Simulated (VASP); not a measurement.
Write the native input for VASP 6.6.1 that does the following.

```yaml
Task: single point
Functional: r2SCAN
Potentials_or_basis: VASP PAW PBE potentials, release 64 (K_sv, Cd, C, O, F)
Cutoff: 520 eV
k_mesh: 6 × 6 × 6
Occupations: fermi-dirac, width 0.02 eV
Spin: no spin polarisation
Dipole_correction: no
Further_INCAR_settings: ALGO = Normal; EDIFF = 1e-07; NBANDS = 34
```

The system is KCdCO3F.

```
K Cd C O F
1.0
     5.04193    0.00000    0.00000
    -2.52096    4.36644    0.00000
     0.00000    0.00000    4.42406
K Cd C O F
1 1 1 3 1
Direct
  0.00000 0.00000 0.00000
  0.66667 0.33333 0.50000
  0.33333 0.66667 0.50000
  0.18641 0.37283 0.50000
  0.18641 0.81359 0.50000
  0.62717 0.81359 0.50000
  0.66667 0.33333 0.00000
```

The input as run:

POSCAR

```
KCdCO3F
1.0
    5.0419290544      0.0000000000      0.0000000000
   -2.5209645272      4.3664386452      0.0000000000
    0.0000000000      0.0000000000      4.4240642674
K Cd C O F
1 1 1 3 1
Direct
    0.0000000000      0.0000000000      0.0000000000
    0.6666666667      0.3333333333      0.5000000000
    0.3333333333      0.6666666667      0.5000000000
    0.1864134964      0.3728269928      0.5000000000
    0.1864134964      0.8135865036      0.5000000000
    0.6271730072      0.8135865036      0.5000000000
    0.6666666667      0.3333333333      0.0000000000
```

INCAR.step1

```
SYSTEM = KCdCO3F
ALGO = Normal
EDIFF = 1E-4
ENCUT = 520
GGA = PE
ISMEAR = -1
LASPH = .True.
LCHARG = .False.
LREAL = .False.
LWAVE = .True.
NBANDS = 34
NELM = 80
PREC = Accurate
SIGMA = 0.02
```

INCAR.step2

```
SYSTEM = KCdCO3F
ALGO = Normal
EDIFF = 1E-7
ENCUT = 520
ISIF = 2
ISMEAR = -1
ISTART = 1
LASPH = .True.
LCHARG = .True.
LELF = .True.
LMIXTAU = .True.
LREAL = .False.
LVHAR = .True.
LWAVE = .False.
METAGGA = R2SCAN
NBANDS = 34
NELM = 80
PREC = Accurate
SIGMA = 0.02
```

KPOINTS

```
k-points
0
Gamma
  6 6 6
  0 0 0
```

Potentials or basis: VASP PAW PBE potentials, release 64 (K_sv, Cd, C, O, F).

Run with:

```sh
$ cat potpaw_PBE.64/K_sv/POTCAR potpaw_PBE.64/Cd/POTCAR potpaw_PBE.64/C/POTCAR potpaw_PBE.64/O/POTCAR potpaw_PBE.64/F/POTCAR > POTCAR
$ cp INCAR.step1 INCAR
$ mpirun -np 1 vasp_std > vasp.out
$ cp INCAR.step2 INCAR
$ mpirun -np 1 vasp_std > vasp.out
```

It gave:

| Item | Value |
| --- | --- |
| Pressure | 1.1 GPa |
| Largest force | 0.357 eV/Å |
| Band gap on the k mesh | 2.64 eV |

Caveat: the PAW data sets were made with another functional, which shifts forces and pressure a little.

Wall time 13 min on 1 thread of Oxide Virtual Turin-like Processor (shared host), peak memory 0.28 GiB.
